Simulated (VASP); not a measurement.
Si7O16 (a cell with a defect): single point with PBE

Si7O16 (a cell with a defect):

```
Si O
1.0
    -5.08327   -5.08327    0.00000
    -5.08327    5.08327    0.00000
     5.08327    0.00000   -7.09890
Si O
7 16
Direct
  0.02495 0.75333 0.50297
  0.60568 0.86722 0.25868
  0.13531 0.33243 0.25839
  0.85380 0.63242 0.73519
  0.38480 0.16173 0.74845
  0.21409 0.49739 0.00159
  0.72175 0.99250 0.99799
  0.48729 0.26848 0.65161
  0.98889 0.74569 0.67379
  0.95482 0.12748 0.15836
  0.39046 0.70530 0.16854
  0.36268 0.27809 0.38642
  0.81102 0.78263 0.35417
  0.99912 0.55532 0.88588
  0.58318 0.13307 0.90768
  0.28864 0.35122 0.84695
  0.72427 0.78717 0.82474
  0.69768 0.43998 0.51355
  0.21348 0.94916 0.59401
  0.60917 0.92157 0.09842
  0.16718 0.36359 0.09714
  0.62866 0.08551 0.45090
  0.08660 0.53823 0.39409
```

This cell differs from its parent crystal: atoms taken out, then relaxed in part.

```
Program                : VASP 6.6.1
Task                   : single point
Functional             : PBE
Potentials or basis    : VASP PAW PBE potentials, release 64 (Si, O)
Cutoff                 : 520 eV
k mesh                 : 2 × 2 × 2
Occupations            : gaussian, width 0.01 eV
Spin                   : collinear spin
Starting moments       : [0.0, 0.0, 0.0, 0.0, 0.0, 0.0, 0.0, 0.25, 0.0, 0.0, 0.0, 0.25, 0.0, 0.0, 0.0, 0.0, 0.0, 0.25, 0.0, 0.0, 0.0, 0.25, 0.0] μB
Dipole correction      : no
Charge                 : 1
Further INCAR settings : LREAL = Auto; ALGO = Normal; EDIFF = 1e-07; NBANDS = 83; NELECT = 123.0
```

| Item | Value |
| --- | --- |
| Largest force | 0.507 eV/Å |
| Net moment | 3.00 μB per cell |
| Site moments | Si -0.00, -0.01, +0.01, +0.00 (each value once); O +0.91, -0.10, +0.04, +0.01, +0.86, +0.09, +0.06, -0.36, +0.00, +0.03, +0.83 (each value once) μB |
| Valence electrons inside the program's atomic spheres | Si 1.57, 1.60, 1.59, 1.61 (each value once); O 4.81, 5.19, 5.22, 5.23, 4.80, 5.20 (each value once) |

Forces in eV/Å, atoms in the order of the input:
```
Si  -0.124  0.002  0.134
Si   0.151  0.117 -0.084
Si  -0.099  0.204 -0.019
Si   0.274 -0.027  0.157
Si  -0.036  0.076  0.043
Si  -0.034  0.011  0.027
Si   0.077 -0.033  0.107
O   -0.090 -0.110 -0.029
O    0.071 -0.018  0.066
O   -0.082 -0.046 -0.079
O    0.056 -0.026  0.097
O    0.162 -0.076  0.186
O    0.025 -0.015 -0.027
O   -0.022  0.006 -0.047
O   -0.021 -0.015 -0.016
O    0.028 -0.022 -0.006
O   -0.024  0.083 -0.102
O   -0.396  0.192 -0.252
O    0.063 -0.001 -0.017
O   -0.024  0.020 -0.017
O    0.046 -0.003 -0.036
O    0.000 -0.351 -0.076
O   -0.001  0.030 -0.011
```

Levels at points of the mesh, in eV from the Fermi level:
Spin up:
```csv
k point,band 59,band 60,band 61,band 62,band 63,band 64,band 65,band 66,band 67,band 68
"(0.00, 0.00, 0.00)",-0.81,-0.64,-0.43,-0.30,-0.26,0.70,5.58,8.51,8.55,8.62
"(0.50, 0.00, 0.00)",-0.71,-0.58,-0.53,-0.46,-0.40,0.69,6.74,7.02,7.99,8.44
"(0.00, 0.50, 0.50)",-0.69,-0.66,-0.52,-0.48,-0.36,0.67,6.72,6.96,8.24,8.34
"(0.50, 0.00, 0.50)",-0.72,-0.62,-0.54,-0.52,-0.38,0.68,6.70,6.98,8.21,8.47
"(0.00, 0.50, 0.00)",-0.72,-0.62,-0.49,-0.47,-0.39,0.68,6.71,7.07,7.99,8.44
"(0.50, 0.50, 0.00)",-0.74,-0.67,-0.49,-0.34,-0.21,0.70,7.33,7.36,7.53,7.96
"(0.50, 0.50, 0.50)",-0.70,-0.65,-0.46,-0.34,-0.24,0.70,7.28,7.35,7.55,7.88
"(0.00, 0.00, 0.50)",-0.65,-0.63,-0.50,-0.45,-0.38,0.71,6.61,6.81,8.28,8.33
```
Spin down:
| k point | band 57 | band 58 | band 59 | band 60 | band 61 | band 62 | band 63 | band 64 |
| --- | --- | --- | --- | --- | --- | --- | --- | --- |
| (0.00, 0.00, 0.00) | -0.51 | -0.44 | -0.35 | -0.20 | 0.45 | 0.81 | 0.91 | 1.19 |
| (0.50, 0.00, 0.00) | -0.56 | -0.51 | -0.37 | -0.21 | 0.45 | 0.78 | 0.83 | 1.18 |
| (0.00, 0.50, 0.50) | -0.59 | -0.49 | -0.39 | -0.22 | 0.46 | 0.73 | 0.86 | 1.16 |
| (0.50, 0.00, 0.50) | -0.62 | -0.49 | -0.40 | -0.13 | 0.46 | 0.76 | 0.83 | 1.15 |
| (0.00, 0.50, 0.00) | -0.64 | -0.50 | -0.33 | -0.20 | 0.49 | 0.76 | 0.84 | 1.18 |
| (0.50, 0.50, 0.00) | -0.56 | -0.47 | -0.29 | -0.12 | 0.43 | 0.81 | 0.90 | 1.20 |
| (0.50, 0.50, 0.50) | -0.48 | -0.39 | -0.33 | -0.18 | 0.46 | 0.77 | 0.91 | 1.18 |
| (0.00, 0.00, 0.50) | -0.53 | -0.48 | -0.38 | -0.16 | 0.47 | 0.77 | 0.94 | 1.16 |

It took 57 min on 1 thread of Oxide Virtual Turin-like Processor, with other jobs on the host, peak memory 0.76 GiB.

Caveat: the k points lie up to 0.49 Å⁻¹ apart; the cell carries a net charge on a neutralising background, which shifts energy and pressure; the cell differs from its parent crystal (atoms taken out, then relaxed in part); the cell is charged against a uniform background, so pressure and absolute levels hang on convention.
